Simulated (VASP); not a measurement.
# Sn4O7 (a cell with a defect) in VASP: a series of runs

Sn4O7 (a cell with a defect) is run at these levels: PBE+D3(BJ); tasks: single point.

Everything below comes from runs of VASP 6.6.1. Logs are shortened: lines on timing, memory, paths and dates and some standing lists are left out, and cuts for length are marked.

## Step 1: The cell of the first run

The cell holds a defect, 11 atoms: a = 5.692 Å, b = 5.692 Å, c = 5.692 Å, α = 69.32°, β = 69.32°, γ = 69.32°.

## Step 2: Single point, PBE+D3(BJ)

Input file INCAR:

```
SYSTEM = Sn4O7
PREC = Accurate
ENCUT = 520
EDIFF = 1E-6
ISMEAR = 0
SIGMA = 0.05
LREAL = .FALSE.
LASPH = .TRUE.
NELM = 100
ALGO = Normal
ISIF = 2
LWAVE = .FALSE.
LCHARG = .TRUE.
GGA = PE
IVDW = 12
LVHAR = .TRUE.
NELECT = 96.0
NBANDS = 60
KPAR = 4
```

Input file KPOINTS:

```
regular mesh
0
G
  6 6 6
  0 0 0
```

Input file POSCAR:

```
Sn4O7
1.0
    3.2375465924      1.8691983966      4.2928880043
   -3.2375465924      1.8691983966      4.2928880043
    0.0000000000     -3.7383967932      4.2928880043
Sn O
4 7
Direct
    0.8647861010      0.8647861010      0.8647861010
    0.3647882246      0.3647882246      0.8647861258
    0.3647882246      0.8647861258      0.3647882246
    0.8647861258      0.3647882246      0.3647882246
    0.6211712003      0.1211725069      0.6211712003
    0.6211712003      0.6211712003      0.1211725069
    0.6084038764      0.6084038764      0.6084038764
    0.1211729409      0.1211729409      0.1211729409
    0.1417146983      0.1666836795      0.6417180275
    0.1084008301      0.6084039388      0.1084008301
    0.6084039388      0.1084008301      0.1084008301
```

Potentials or basis: VASP PAW PBE potentials, release 64 (Sn_d, O).

The run is started by

```sh
$ cat potpaw_PBE.64/Sn_d/POTCAR potpaw_PBE.64/O/POTCAR > POTCAR
$ mpirun -np 4 vasp_std > vasp.out
```

OUTCAR:

```text
SYSTEM = Sn4O7
   PREC = Accurate
   ENCUT = 520
   EDIFF = 1E-6
   ISMEAR = 0
   LREAL = .FALSE.
   LASPH = .TRUE.
   NELM = 100
   ISIF = 2
   GGA = PE
   IVDW = 12
   NELECT = 96.0
 IVDW          = 12

 ion  position               nearest neighbor table
   1  0.865  0.865  0.865-  10 2.12  11 2.12   6 2.12   5 2.12   9 2.45   4 3.24   3 3.24   4 3.24
                             3 3.24   2 3.24   2 3.24
   2  0.365  0.365  0.865-   5 2.12   7 2.12   8 2.12  10 2.12  11 2.12   9 2.77   3 3.24   4 3.24
                             1 3.24   1 3.24   4 3.24   3 3.24
   3  0.365  0.865  0.365-   6 2.12   7 2.12   8 2.12  11 2.12   9 2.45   2 3.24   4 3.24   1 3.24
                             1 3.24   2 3.24   4 3.24
   4  0.865  0.365  0.365-   5 2.12   6 2.12   7 2.12   8 2.12  10 2.12   9 2.34   2 3.24   3 3.24
                             1 3.24   1 3.24   2 3.24   3 3.24
   5  0.621  0.121  0.621-   4 2.12   2 2.12   1 2.12
   6  0.621  0.621  0.121-   3 2.12   4 2.12   1 2.12
   7  0.608  0.608  0.608-   2 2.12   3 2.12   4 2.12
   8  0.121  0.121  0.121-   2 2.12   3 2.12   4 2.12
   9  0.142  0.167  0.642-   4 2.34   1 2.45   3 2.45   2 2.77
  10  0.108  0.608  0.108-   1 2.12   4 2.12   2 2.12
  11  0.608  0.108  0.108-   1 2.12   3 2.12   2 2.12

  LATTYP: Found a trigonal (rhomboedric) cell.
 ALAT       =     5.6924948837
 COS(alpha) =     0.3530708029

  Lattice vectors:

 A1 = (   3.2375465924,   1.8691983966,   4.2928880043)
 A2 = (  -3.2375465924,   1.8691983966,   4.2928880043)
 A3 = (   0.0000000000,  -3.7383967932,   4.2928880043)

Analysis of symmetry for initial positions (statically):
=====================================================================
 Subroutine PRICEL returns:
 Original cell was already a primitive cell.

 Routine SETGRP: Setting up the symmetry group for a
 trigonal (rhombohedral) supercell.

 Subroutine GETGRP returns: Found  2 space group operations
 (whereof  1 operations were pure point group operations)
 out of a pool of 12 trial point group operations.

The static configuration has the point symmetry C_1 .
 The point group associated with its full space group is C_1h.

Analysis of symmetry for dynamics (positions and initial velocities):
=====================================================================
 Subroutine PRICEL returns:
 Original cell was already a primitive cell.

 Routine SETGRP: Setting up the symmetry group for a
 trigonal (rhombohedral) supercell.

 Subroutine GETGRP returns: Found  2 space group operations
 (whereof  1 operations were pure point group operations)
 out of a pool of 12 trial point group operations.

The dynamic configuration has the point symmetry C_1 .
 The point group associated with its full space group is C_1h.

 Subroutine INISYM returns: Found  2 space group operations
 (whereof  1 operations are pure point group operations),
 and found     1 'primitive' translations

----------------------------------------------------------------------------------------

                                     Primitive cell

  volume of cell :     155.8735

  direct lattice vectors                    reciprocal lattice vectors
     3.237546592  1.869198397  4.292888004     0.154437932  0.089164782  0.077647806
    -3.237546592  1.869198397  4.292888004    -0.154437932  0.089164782  0.077647806
     0.000000000 -3.738396793  4.292888004     0.000000000 -0.178329563  0.077647806

  length of vectors
     5.692494884  5.692494884  5.692494884     0.194500938  0.194500938  0.194500938

  position of ions in fractional coordinates (direct lattice)
     0.864786101  0.864786101  0.864786101
     0.364788225  0.364788225  0.864786126
     0.364788225  0.864786126  0.364788225
     0.864786126  0.364788225  0.364788225
     0.621171200  0.121172507  0.621171200
     0.621171200  0.621171200  0.121172507
     0.608403876  0.608403876  0.608403876
     0.121172941  0.121172941  0.121172941
     0.141714698  0.166683679  0.641718027
     0.108400830  0.608403939  0.108400830
     0.608403939  0.108400830  0.108400830

  ion indices of the primitive-cell ions
   primitive index   ion index
                 1           1
                 2           2
                 3           3
                 4           4
                 5           5
                 6           6
                 7           7
                 8           8
                 9           9
                10          10
                11          11

----------------------------------------------------------------------------------------

 KPOINTS: regular mesh

Automatic generation of k-mesh.
 Grid dimensions read from file:
 generate k-points for:    6    6    6

 Generating k-lattice:

  Cartesian coordinates                     Fractional coordinates (reciprocal lattice)
     0.025739655  0.014860797  0.012941301     0.166666667  0.000000000 -0.000000000
    -0.025739655  0.014860797  0.012941301     0.000000000  0.166666667 -0.000000000
     0.000000000 -0.029721594  0.012941301    -0.000000000 -0.000000000  0.166666667

  Length of vectors
     0.032416823  0.032416823  0.032416823

  Shift w.r.t. Gamma in fractional coordinates (k-lattice)
     0.000000000  0.000000000  0.000000000

 Subroutine IBZKPT returns following result:
 ===========================================

 Found     68 irreducible k-points:

 Following reciprocal coordinates:
            Coordinates               Weight
  0.000000  0.000000  0.000000      1.000000
  0.166667 -0.000000  0.000000      4.000000
 -0.000000  0.166667  0.000000      2.000000
  0.333333  0.000000  0.000000      4.000000
  0.000000  0.333333  0.000000      2.000000
  0.500000  0.000000  0.000000      2.000000
[... 16 lines left out ...]
  0.500000  0.333333  0.000000      4.000000
  0.500000  0.000000 -0.333333      4.000000
 [... further k-points ...]
   k-points           NKPTS =     68   k-points in BZ     NKDIM =     68   number of bands    NBANDS=     60
   number of dos      NEDOS =    301   number of ions     NIONS =     11
   total plane-waves  NPLWV =  74088
   dimension x,y,z NGX =    42 NGY =   42 NGZ =   42
   dimension x,y,z NGXF=    84 NGYF=   84 NGZF=   84
   ions per type =               4   7
   NGX,Y,Z   is equivalent  to a cutoff of  12.27, 12.27, 12.27 a.u.
   NGXF,Y,Z  is equivalent  to a cutoff of  24.53, 24.53, 24.53 a.u.
 SYSTEM =  Sn4O7
   PREC   = accura    normal or accurate (medium, high low for compatibility)
   ISTART =      0    job   : 0-new  1-cont  2-samecut
   ICHARG =      2    charge: 1-file 2-atom 10-const
   ISPIN  =      1    spin polarized calculation?
   LNONCOLLINEAR =      F non collinear calculations
   LSORBIT =      F    spin-orbit coupling
   LASPH  =      T    aspherical Exc in radial PAW
   ENCUT  =  520.0 eV  38.22 Ry    6.18 a.u.  10.58 10.58 10.58*2*pi/ulx,y,z
   NELM   =    100;   NELMIN=  2; NELMDL= -5     # of ELM steps
   EDIFF  = 0.1E-05   stopping-criterion for ELM
   LREAL  =      F    real-space projection
[... 7 lines left out ...]
   TEBEG  =    0.0;   TEEND  =   0.0 temperature during run
   PSTRESS=    0.0 pullay stress
   NELECT =      96.0000    total number of electrons
   NUPDOWN=      -1.0000    fix difference up-down
   EMIN   =  10.00;   EMAX   =-10.00  energy-range for DOS
   EFERMI =   0.00;   METHOD = LEGACY
   ISMEAR =     0;   SIGMA  =   0.05  broadening in eV -4-tet -1-fermi 0-gaus
   EFERMI_NEDOS =   21; number of points for ismear=-14 and -15
   IALGO  =     38    algorithm
   IMIX   =      4    mixing-type and parameters
     AMIX     =   0.40;   BMIX     =  1.00
     AMIX_MAG =   1.60;   BMIX_MAG =  1.00
  volume/ion in A,a.u.               =      14.17        95.63
  Fermi-wavevector in a.u.,A,eV,Ry     =   1.392861  2.632126 26.396149  1.940062
  Thomas-Fermi vector in A             =   2.516563
   LORBIT       =      0    0 simple, 1 ext, 2 COOP (PROOUT), +10 PAW based schemes
   GGA     = PE    functional components
   LHFCALC =     F    Hartree Fock is set to
   AEXX    =    0.0000 exact exchange contribution
   IVDW    =    12    specifies the selected vdW correction
   LEPSILON=     F    determine dielectric tensor
   LRPA    =     F    only Hartree local field effects (RPA)
 non-spin polarized calculation
 Gauss-broadening in eV      SIGMA  =   0.05
  energy-cutoff  :      520.00
  volume of cell :      155.87
 maximum number of plane-waves:      4216
   NGX = 21   NGY = 21   NGZ = 21

 number of electron      96.0000007 magnetization

 Free energy of the ion-electron system (eV)
  ---------------------------------------------------
  ext. energy  EPLUGINS =         0.00000000
  ---------------------------------------------------
  free energy    TOTEN  =       -74.13099750 eV

  energy without entropy =      -74.13045746  energy(sigma->0) =      -74.13072748

 E-fermi :   4.5978     XC(G=0): -10.2717

 val. band max:        4.5450055360   @ k =   0.5000   0.0000   0.0000
 cond. band min:       4.6555660307   @ k =  -0.0000   0.1667   0.0000
 fundamental gap:      0.1105604947
 Fermi energy:         4.5978299701

 k-point     1 :       0.0000    0.0000    0.0000
  band No.  band energies     occupation
      1     -16.3636      2.00000
      2     -16.2852      2.00000
      3     -16.0468      2.00000
      4     -15.7264      2.00000
      5     -15.6506      2.00000
      6     -15.6362      2.00000
[... 52 lines left out ...]
     59      13.5408      0.00000
     60      14.5761      0.00000

 k-point     2 :       0.1667   -0.0000    0.0000
  band No.  band energies     occupation
      1     -16.3248      2.00000
      2     -16.2527      2.00000
      3     -16.0299      2.00000
      4     -15.7156      2.00000
      5     -15.6608      2.00000
      6     -15.6349      2.00000
[... 1375 lines left out ...]
     59      13.7150      0.00000
     60      13.8262      0.00000

 k-point    24 :       0.5000    0.0000   -0.3333
  band No.  band energies     occupation
      1     -16.1181      2.00000
      2     -16.0728      2.00000
      3     -15.9707      2.00000
      4     -15.8624      2.00000
      5     -15.7911      2.00000
      6     -15.6598      2.00000
[... 52 lines left out ...]
     59      13.3835      0.00000
     60      13.9418      0.00000

 [... further k-points ...]

------------------------ aborting loop because EDIFF is reached ----------------------------------------

 Edisp (eV)   -2.21198

 E8    (eV) :    -0.8953

  FORCE on cell =-STRESS in cart. coord.  units (eV):
  Direction    XX          YY          ZZ          XY          YZ          ZX
  --------------------------------------------------------------------------------------
  -------------------------------------------------------------------------------------
  Total     -21.59377   -21.57091   -34.50282     0.01980     0.35710    -0.61851
  in kB    -221.95591  -221.72094  -354.64425     0.20349     3.67050    -6.35748
  external pressure =     -266.11 kB  Pullay stress =        0.00 kB

 VOLUME and BASIS-vectors are now :
 -----------------------------------------------------------------------------
  energy-cutoff  :      520.00
  volume of cell :      155.87
      direct lattice vectors                 reciprocal lattice vectors
     3.237546592  1.869198397  4.292888004     0.154437932  0.089164782  0.077647806
    -3.237546592  1.869198397  4.292888004    -0.154437932  0.089164782  0.077647806
     0.000000000 -3.738396793  4.292888004     0.000000000 -0.178329563  0.077647806

 POSITION                                       TOTAL-FORCE (eV/Angst)
 -----------------------------------------------------------------------------------
      0.00000      0.00000     11.13729        -2.223982     -0.861222      1.922585
      0.00000     -1.86919      6.84442         2.073566     -1.197174      1.072577
     -1.61877      0.93460      6.84442        -0.366151      2.356636      1.922585
      1.61877      0.93460      6.84442         0.477705     -0.275803     -0.274441
      1.61877     -0.93460      5.85342         1.007833      0.509338      0.160002
      0.00000      1.86919      5.85342         0.094234     -0.054406     -0.149485
      0.00000      0.00000      7.83543        -1.198884     -0.700832     -0.526917
      0.00000      0.00000      1.56055         0.062817     -1.127478      0.160002
     -0.08084     -1.82254      4.07874         0.034517     -0.019928     -3.480596
     -1.61878      0.93461      3.54252         0.007497      1.388680     -0.526917
      1.61878      0.93461      3.54252         0.030846     -0.017809     -0.279395
 -----------------------------------------------------------------------------------
    total drift:                                0.025269      0.043919      0.000260

  FREE ENERGIE OF THE ION-ELECTRON SYSTEM (eV)
  ---------------------------------------------------
  free  energy   TOTEN  =       -76.3429744648 eV

  energy  without entropy=      -76.3424344204  energy(sigma->0) =      -76.34270444
```

Wall time 4.9 min (4 MPI ranks of Intel Xeon Platinum 8259CL at 2.50GHz (Skylake/Cascade Lake), shared host); peak memory 0.56 GiB.

What came out:

| Quantity | Value |
| --- | --- |
| Free energy | -76.3430 eV |
| Largest force | 3.481 eV/Å |
| Dispersion energy per atom | -0.201 eV |

Forces on the atoms (eV/Å):
```
Sn  -2.224 -0.861  1.923
Sn   2.074 -1.197  1.073
Sn  -0.366  2.357  1.923
Sn   0.478 -0.276 -0.274
O    1.008  0.509  0.160
O    0.094 -0.054 -0.149
O   -1.199 -0.701 -0.527
O    0.063 -1.127  0.160
O    0.035 -0.020 -3.481
O    0.007  1.389 -0.527
O    0.031 -0.018 -0.279
```

Caveat: the cell carries a net charge on a neutralising background, which shifts energy and pressure; the cell differs from its parent crystal (atoms taken out, atom 9 moved -0.167 of the way to it and +0.300 Å across, host rigid); the cell is charged against a uniform background, so pressure and absolute levels hang on convention; spin-orbit coupling is left out, which moves the levels of the heavy elements.

(Continued in part 2 of 2.)
